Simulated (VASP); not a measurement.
Input of a VASP 6.6.1 run:

POSCAR

```
BN
1.0
    2.4982400000      0.0000000000      0.0000000000
   -1.2491200000     -2.1635393048      0.0000000000
    0.0000000000      0.0000000000    -16.0000000000
N B
1 1
Direct
    0.0000000000      0.0000000000      0.5000000000
    0.3333333334      0.6666666666      0.5000000000
```

Contents of INCAR.step1:

```
SYSTEM = BN
  ALGO = Normal
  DIPOL = 0.5 0.5 0.500
  EDIFF = 1E-5
  EFERMI = MIDGAP
  ENCUT = 520
  GGA = PE
  GGA_COMPAT = .FALSE.
  IDIPOL = 3
  ISIF = 0
  ISMEAR = 0
  LASPH = .TRUE.
  LCHARG = .TRUE.
  LDIPOL = .TRUE.
  LREAL = .FALSE.
  LWAVE = .TRUE.
  NELM = 100
  NELMDL = -8
  PREC = Accurate
  SIGMA = 0.03
```

File INCAR.step2:

```
SYSTEM = BN
  ALGO = All
  DIPOL = 0.5 0.5 0.500
  EDIFF = 1E-6
  EFERMI = MIDGAP
  ENCUT = 520
  GGA = AM
  GGA_COMPAT = .FALSE.
  IDIPOL = 3
  ISEARCH = 1
  ISIF = 0
  ISMEAR = 0
  ISTART = 1
  LASPH = .TRUE.
  LCHARG = .FALSE.
  LDIPOL = .TRUE.
  LREAL = .FALSE.
  LWAVE = .FALSE.
  NELM = 100
  NELMDL = -8
  PREC = Accurate
  SIGMA = 0.03
```

The input KPOINTS:

```
k-points
0
Gamma
  8 8 1
```

Potentials or basis: VASP PAW PBE potentials, release 64 (N, B).

The run is started by

```console
$ cat potpaw_PBE.64/N/POTCAR potpaw_PBE.64/B/POTCAR > POTCAR
$ cp INCAR.step1 INCAR
$ mpirun -np 1 vasp_std > vasp.out
$ cp INCAR.step2 INCAR
$ mpirun -np 1 vasp_std > vasp.out
```

Question: Predict the band gap on the k mesh.

Answer: 4.04 eV (least direct gap 4.96 eV).
